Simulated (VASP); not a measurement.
Wanted: the native input for a VASP 6.6.1 run.

```
Task                   : single point
Functional             : PBEsol
Potentials or basis    : VASP PAW PBE potentials, release 64 (Si, Mo_sv)
Cutoff                 : 520 eV
k mesh                 : 8 × 8 × 8
Occupations            : gaussian, width 0.1 eV
Spin                   : no spin polarisation
Dipole correction      : no
Further INCAR settings : ALGO = Fast; EDIFF = 1e-06; NBANDS = 56
```

The structure of SiMo3 lies in POSCAR:

```
SiMo3
1.0
    4.8615851688      0.0000000000      0.0000000000
    0.0000000000      4.8615851688      0.0000000000
    0.0000000000      0.0000000000      4.8615851688
Si Mo
2 6
Direct
    0.0000000000      0.0000000000      0.0000000000
    0.5000000000      0.5000000000      0.5000000000
    0.2500000000      0.0000000000      0.5000000000
    0.5000000000      0.7500000000      0.0000000000
    0.7500000000      0.0000000000      0.5000000000
    0.5000000000      0.2500000000      0.0000000000
    0.0000000000      0.5000000000      0.7500000000
    0.0000000000      0.5000000000      0.2500000000
```

These files were run (other wordings do the same):

INCAR

```
  PREC = Accurate
  ENCUT = 520
  EDIFF = 1E-6
  ISMEAR = 0
  SIGMA = 0.1
  LREAL = False
  LASPH = True
  NELM = 80
  ALGO = Fast
  ISIF = 2
  LWAVE = False
  LCHARG = False
  GGA = PS
  NBANDS = 56
```

KPOINTS

```
regular mesh
0
Gamma
  8 8 8
```

Potentials or basis: VASP PAW PBE potentials, release 64 (Si, Mo_sv).

Launch:

```bash
$ cat potpaw_PBE.64/Si/POTCAR potpaw_PBE.64/Mo_sv/POTCAR > POTCAR
$ mpirun -np 1 vasp_std > vasp.out
```

Results of the run:

```
Pressure               : 0.6 GPa
Band gap on the k mesh : zero (bands 46 and 47 overlap by 2.48 eV)
```

Caveat: the PAW data sets were made with another functional, which shifts forces and pressure a little.

Run time: 4.1 min on 1 thread of Intel(R) Xeon(R) 6975P-C (Granite Rapids), with other jobs on the host, peak memory 0.3 GiB.
